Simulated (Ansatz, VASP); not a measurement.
One calculation of AlCo, two programs

```
Al Co
1.0
     2.99450    0.00000    0.00000
     0.00000    2.99450    0.00000
     0.00000    0.00000    2.85190
Al Co
1 1
Direct
  0.00000 0.00000 0.00000
  0.50000 0.50000 0.50000
```

Change from the starting cell: strain +0.050 along x and y, +0.000 along z, atoms carried along.

Alike in both runs: task single point; functional PBE; k mesh 22 × 22 × 22; occupations gaussian, width 0.15 eV; no spin polarisation.

|  | VASP | Ansatz |
| --- | --- | --- |
| version | VASP 6.6.1 | Ansatz 0.2.0 |
| potentials or method | VASP PAW PBE potentials, release 64 (Al, Co), cutoff 520 eV | scalar-relativistic, plane waves, PAW |
| valence electrons in the cell | 12 | 20 |

|  | VASP | Ansatz | Ansatz less VASP |
| --- | --- | --- | --- |
| gap on the k mesh at the Fermi level (eV) | none | none | - |
| pressure (GPa) | -14.1 | -13.9 | +0.28 |
| traceless stress, the component that is largest in VASP (GPa) | 4.59 | 4.59 | +0.005 |

A gap of «none» marks a metal or a gap that the smearing closes. The functional is the same, so the differences come from potentials, cutoffs and numerics. VASP's potentials hold 12 valence electrons a cell and Ansatz's 20, so a difference there can come from the potentials and not from the codes.
